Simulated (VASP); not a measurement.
# Si2Mo (I4/mmm) in VASP: notebook, part 2 of 2

VASP 6.6.1.

## 3. Single point, PBE

This run uses another cell than the first one, of 12.88 Å³/atom.

Input file INCAR:

```
ALGO = Normal
EDIFF = 1E-6
ENCUT = 520
GGA = PE
ISIF = 2
ISMEAR = -1
LASPH = T
LCHARG = T
LELF = T
LREAL = F
LVHAR = T
LWAVE = F
NBANDS = 18
NELM = 100
PREC = Accurate
SIGMA = 0.15
```

Input file KPOINTS:

```
k-points
0
Gamma
  13 13 13
```

Input file POSCAR:

```
Si2Mo
1.0
   -1.5783757276      1.5783757276      3.8773786233
    1.5783757276     -1.5783757276      3.8773786233
    1.5783757276      1.5783757276     -3.8773786233
Si Mo
2 1
Direct
    0.3330000000      0.3330000000      0.0000000000
    0.6670000000      0.6670000000      0.0000000000
    0.0000000000      0.0000000000      0.0000000000
```

Potentials or basis: VASP PAW PBE potentials, release 64 (Si, Mo_sv).

Launch:

```console
> cat potpaw_PBE.64/Si/POTCAR potpaw_PBE.64/Mo_sv/POTCAR > POTCAR
> mpirun -np 1 vasp_std > vasp.out
```

OUTCAR:

```text
EDIFF = 1E-6
   ENCUT = 520
   GGA = PE
   ISIF = 2
   ISMEAR = -1
   LASPH = T
   LREAL = F
   NELM = 100
   PREC = Accurate

 ion  position               nearest neighbor table
   1  0.333  0.333  0.000-   2 2.58   2 2.58   2 2.58   2 2.58   3 2.58   3 2.58   3 2.58   3 2.58
                             3 2.58   2 2.59
   2  0.667  0.667  0.000-   1 2.58   1 2.58   1 2.58   1 2.58   3 2.58   3 2.58   3 2.58   3 2.58
                             3 2.58   1 2.59
   3  0.000  0.000  0.000-   2 2.58   2 2.58   2 2.58   1 2.58   2 2.58   1 2.58   1 2.58   1 2.58
                             1 2.58   2 2.58
[... 696 lines left out ...]
     18      22.0790      0.00000

 [... further k-points ...]
[... 5 lines left out ...]
  --------------------------------------------------------------------------------------
  -------------------------------------------------------------------------------------
  Total        2.9316847      2.9316847      3.0023116      0.0000000      0.0000000      0.0000000
  in kB      121.5650831    121.5650831    124.4936934      0.0000000      0.0000000      0.0000000
  external PRESSURE =     122.5412865 kB  Pullay stress =       0.0000000 kB

 VOLUME and BASIS-vectors are now :
 -----------------------------------------------------------------------------
  energy-cutoff  :      520.00
  volume of cell :       38.64
      direct lattice vectors                 reciprocal lattice vectors
    -1.578375728  1.578375728  3.877378623     0.000000000  0.316781354  0.128953102
     1.578375728 -1.578375728  3.877378623     0.316781354  0.000000000  0.128953102
     1.578375728  1.578375728 -3.877378623     0.316781354  0.316781354  0.000000000

 POSITION                                       TOTAL-FORCE (eV/Angst)
 -----------------------------------------------------------------------------------
      0.00000      0.00000      2.58233        -0.000000     -0.000000      0.195865
      0.00000      0.00000      5.17242         0.000000      0.000000     -0.195865
      0.00000      0.00000      0.00000        -0.000000     -0.000000      0.000000
 -----------------------------------------------------------------------------------
    total drift:                                0.000000      0.000000     -0.000000

  FREE ENERGIE OF THE ION-ELECTRON SYSTEM (eV)
  ---------------------------------------------------
  free  energy   TOTEN  =       -23.1919329253 eV

  energy  without entropy=      -23.1648796425  energy(sigma->0) =      -23.17840628
```

OSZICAR:

```text
N       E                     dE             d eps       ncg     rms          rms(c)
DAV:   1     0.122965291787E+03    0.12297E+03   -0.11394E+04  7056   0.117E+03
DAV:   2    -0.209343226754E+02   -0.14390E+03   -0.14086E+03  8476   0.302E+02
DAV:   3    -0.240561641799E+02   -0.31218E+01   -0.30918E+01  8722   0.395E+01
DAV:   4    -0.240734259738E+02   -0.17262E-01   -0.17249E-01  8324   0.322E+00
DAV:   5    -0.240735360132E+02   -0.11004E-03   -0.11004E-03  8230   0.272E-01    0.235E+01
DAV:   6    -0.233376099240E+02    0.73593E+00   -0.53423E+00  7462   0.154E+01    0.539E+00
DAV:   7    -0.232259078990E+02    0.11170E+00   -0.77255E-01  7372   0.537E+00    0.493E+00
DAV:   8    -0.231925955053E+02    0.33312E-01   -0.91527E-02  7636   0.229E+00    0.448E-01
DAV:   9    -0.231919938905E+02    0.60161E-03   -0.16730E-03  8390   0.339E-01    0.243E-01
DAV:  10    -0.231919450630E+02    0.48828E-04   -0.44416E-04  7904   0.179E-01    0.533E-02
DAV:  11    -0.231919351933E+02    0.98697E-05   -0.12979E-04  7732   0.858E-02    0.347E-02
DAV:  12    -0.231919338281E+02    0.13652E-05   -0.20937E-05  7496   0.324E-02    0.107E-02
DAV:  13    -0.231919329253E+02    0.90280E-06   -0.20012E-06  5140   0.117E-02
   1 F= -.23191933E+02 E0= -.23178406E+02  d E =-.270533E-01
```

Wall time 72 s (1 thread of Intel Xeon 6975P-C (Granite Rapids), shared host); peak memory 0.29 GiB.

What came out:

* Free energy: -23.1919 eV
* Pressure: 12.3 GPa
* Largest force: 0.196 eV/Å
* Band gap on the k mesh: zero (bands 11 and 12 overlap by 1.00 eV)

Forces in eV/Å, atoms in the order of the input:
```
Si   0.000  0.000  0.196
Si   0.000  0.000 -0.196
Mo   0.000  0.000  0.000
```

Stress tensor (GPa, compression positive):
```
12.16  0.00  0.00
 0.00 12.16  0.00
 0.00  0.00 12.45
```

Caveat: the cell stands under pressure.

## 4. Single point, PBE

This run uses another cell than the first one, of 13.15 Å³/atom.

Input file INCAR:

```
PREC = Accurate
ENCUT = 520
EDIFF = 1E-6
ISMEAR = -1
SIGMA = 0.15
LREAL = False
LASPH = True
NELM = 100
ALGO = Normal
ISIF = 2
LWAVE = False
LCHARG = False
GGA = PE
NBANDS = 18
```

Input file KPOINTS:

```
regular mesh
0
Gamma
  13 13 13
```

Input file POSCAR:

```
Si2Mo
1.0
   -1.5892614214      1.5892614214      3.9041200105
    1.5892614214     -1.5892614214      3.9041200105
    1.5892614214      1.5892614214     -3.9041200105
Si Mo
2 1
Direct
    0.3330000000      0.3330000000      0.0000000000
    0.6670000000      0.6670000000      0.0000000000
    0.0000000000      0.0000000000      0.0000000000
```

Launch:

```console
> cat potpaw_PBE.64/Si/POTCAR potpaw_PBE.64/Mo_sv/POTCAR > POTCAR
> mpirun -np 1 vasp_std > vasp.out
```

Wall time 72 s (1 thread of Intel Xeon 6975P-C (Granite Rapids), shared host); peak memory 0.29 GiB.

Results (log left out):

```yaml
Free_energy: -23.2406 eV
Pressure: 7.1 GPa
Largest_force: 0.229 eV/Å
Band_gap_on_the_k_mesh: zero (bands 11 and 12 overlap by 0.98 eV)
```

Forces on the atoms (eV/Å):
```
Si   0.000  0.000  0.229
Si   0.000  0.000 -0.229
Mo   0.000  0.000  0.000
```

Stress tensor (GPa, compression positive):
```
7.24 0.00 0.00
0.00 7.24 0.00
0.00 0.00 6.90
```

Levels at points of the mesh, in eV from the Fermi level:
```csv
k point,band 9,band 10,band 11,band 12,band 13,band 14
"(0.00, 0.00, 0.00)",-2.71,-2.71,0.43,3.05,3.22,3.71
```

Caveat: the cell stands under pressure.

## 5. Single point, PBE

This run uses another cell than the first one, of 13.42 Å³/atom.

Input file INCAR:

```
SYSTEM = Si2Mo
PREC = Accurate ; ENCUT = 520
EDIFF = 1E-7 ; ISMEAR = -1
SIGMA = 0.15 ; LREAL = .False.
LASPH = .True. ; NELM = 60
ALGO = Normal ; ISIF = 2
LWAVE = .False. ; LCHARG = .False.
GGA = PE ; NBANDS = 18
```

Input file KPOINTS:

```
regular mesh
0
Gamma
  13 13 13
  0 0 0
```

Input file POSCAR:

```
Si2Mo
1.0
   -1.6000000000      1.6000000000      3.9305000000
    1.6000000000     -1.6000000000      3.9305000000
    1.6000000000      1.6000000000     -3.9305000000
Si Mo
2 1
Direct
    0.3330000000      0.3330000000      0.0000000000
    0.6670000000      0.6670000000      0.0000000000
    0.0000000000      0.0000000000      0.0000000000
```

Launch:

```console
> cat potpaw_PBE.64/Si/POTCAR potpaw_PBE.64/Mo_sv/POTCAR > POTCAR
> mpirun -np 1 vasp_std > vasp.out
```

Run time: 78 s. Hardware: 1 thread of Intel Xeon 6975P-C (Granite Rapids), shared host; peak memory 0.29 GiB.

The run converged. Its results:

```yaml
Free_energy: -23.2648 eV
Pressure: 2.5 GPa
Largest_force: 0.259 eV/Å
Band_gap_on_the_k_mesh: zero (bands 11 and 12 overlap by 0.96 eV)
```

Forces on the atoms (eV/Å):
```
Si   0.000  0.000  0.259
Si   0.000  0.000 -0.259
Mo   0.000  0.000  0.000
```

Stress tensor (GPa, compression positive):
```
2.82 0.00 0.00
0.00 2.82 0.00
0.00 0.00 1.93
```

Levels at points of the mesh, in eV from the Fermi level:
| k point | band 7 | band 8 | band 9 | band 10 | band 11 | band 12 | band 13 | band 14 | band 15 | band 16 |
| --- | --- | --- | --- | --- | --- | --- | --- | --- | --- | --- |
| (0.00, 0.00, 0.00) | -3.46 | -3.01 | -2.65 | -2.65 | 0.42 | 3.09 | 3.12 | 3.65 | 3.65 | 4.07 |

## 6. Single point, PBE

This run uses another cell than the first one, of 13.68 Å³/atom.

Input file INCAR:

```
SYSTEM = Si2Mo
PREC     = Accurate       ! precision mode
ENCUT    = 520            ! plane-wave cutoff, eV
EDIFF    = 1E-6           ! SCF threshold, eV
ISMEAR   = -1             ! smearing method
SIGMA    = 0.15           ! smearing width, eV
LREAL    = .FALSE.        ! projectors in reciprocal space
LASPH    = .TRUE.         ! aspherical terms in the spheres
NELM     = 80             ! most SCF steps
ALGO     = Normal         ! electronic algorithm
ISIF     = 2              ! what is computed and relaxed
LWAVE    = .FALSE.        ! write WAVECAR
LCHARG   = .FALSE.        ! write CHGCAR
GGA      = PE             ! functional
NBANDS   = 18             ! bands
```

Input file KPOINTS:

```
Automatic mesh
0
G
  13 13 13
  0 0 0
```

Input file POSCAR:

```
Si2Mo
1.0
   -1.6105963353      1.6105963353      3.9565305599
    1.6105963353     -1.6105963353      3.9565305599
    1.6105963353      1.6105963353     -3.9565305599
Si Mo
2 1
Direct
    0.3330000000      0.3330000000      0.0000000000
    0.6670000000      0.6670000000      0.0000000000
    0.0000000000      0.0000000000      0.0000000000
```

Potentials or basis: VASP PAW PBE potentials, release 64 (Si, Mo_sv).

Launch:

```console
> cat potpaw_PBE.64/Si/POTCAR potpaw_PBE.64/Mo_sv/POTCAR > POTCAR
> mpirun -np 1 vasp_std > vasp.out
```

It took 77 s on 1 thread of Intel Xeon 6975P-C (Granite Rapids), shared host; peak memory 0.3 GiB.

Results (log left out):

```yaml
Free_energy: -23.2671 eV
Pressure: -1.6 GPa
Largest_force: 0.288 eV/Å
Band_gap_on_the_k_mesh: zero (bands 11 and 12 overlap by 0.94 eV)
```

Forces in eV/Å, atoms in the order of the input:
```
Si   0.000  0.000  0.288
Si   0.000  0.000 -0.288
Mo   0.000  0.000  0.000
```

Stress tensor (GPa, compression positive):
```
-1.14  0.00  0.00
 0.00 -1.14  0.00
 0.00  0.00 -2.50
```

Levels at points of the mesh, in eV from the Fermi level:
```
           k point  band 8  band 9  band 10  band 11  band 12  band 13  band 14  band 15
(0.00, 0.00, 0.00)   -2.92   -2.59    -2.59     0.41     2.97     3.19     3.59     3.59
```

## 7. The runs side by side

| cell | gap on the mesh (eV) | pressure (GPa) | largest force (eV/Å) |
| --- | --- | --- | --- |
| a = 4.443 Å, angles 138.7, 138.7, 59.9°, 3 atoms | none | 18.0 | 0.16 |
| a = 4.474 Å, angles 138.7, 138.7, 59.9°, 3 atoms | none | 12.3 | 0.20 |
| a = 4.505 Å, angles 138.7, 138.7, 59.9°, 3 atoms | none | 7.1 | 0.23 |
| a = 4.535 Å, angles 138.7, 138.7, 59.9°, 3 atoms | none | 2.5 | 0.26 |
| a = 4.565 Å, angles 138.7, 138.7, 59.9°, 3 atoms | none | -1.6 | 0.29 |

Alike in all rows: task single point; level PBE; potentials or basis VASP PAW PBE potentials, release 64 (Si, Mo_sv); no spin polarisation; k mesh 13 × 13 × 13; cutoff (eV) 520; smearing fermi-dirac 0.15 eV.

Caveats: the cell stands under pressure (at least some runs).

Total energies depend on the potentials used, so only differences within one code and one set of settings carry meaning.
